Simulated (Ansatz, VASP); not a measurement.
## One calculation of Sr, two programs

```
CELL_PARAMETERS angstrom
11.14651 0.00000 0.00000
-5.57326 9.65316 0.00000
0.00000 0.00000 4.48504
ATOMIC_POSITIONS crystal
Sr 0.00000 0.00000 0.00000
```

Alike in both runs: task single point; functional LDA; k mesh 6 × 6 × 8; occupations gaussian, width 0.05 eV; no spin polarisation.

|  | VASP | Ansatz |
| --- | --- | --- |
| version | VASP 6.6.1 | Ansatz 0.2.0 |
| potentials or method | VASP PAW LDA potentials, release 64 (Sr_sv), cutoff 520 eV | scalar-relativistic, plane waves, PAW |
| valence electrons in the cell | 10 | 10 |

|  | VASP | Ansatz | Ansatz less VASP |
| --- | --- | --- | --- |
| gap on the k mesh at the Fermi level (eV) | 0.47 | 0.46 | -0.006 |
| least direct gap on the mesh (eV) | 0.48 | 0.47 | -0.006 |
| pressure (GPa) | 0.0 | 0.0 | 0.00 |

LDA's correlation is that of Perdew and Zunger in VASP and of Perdew and Wang (1992) in Ansatz.
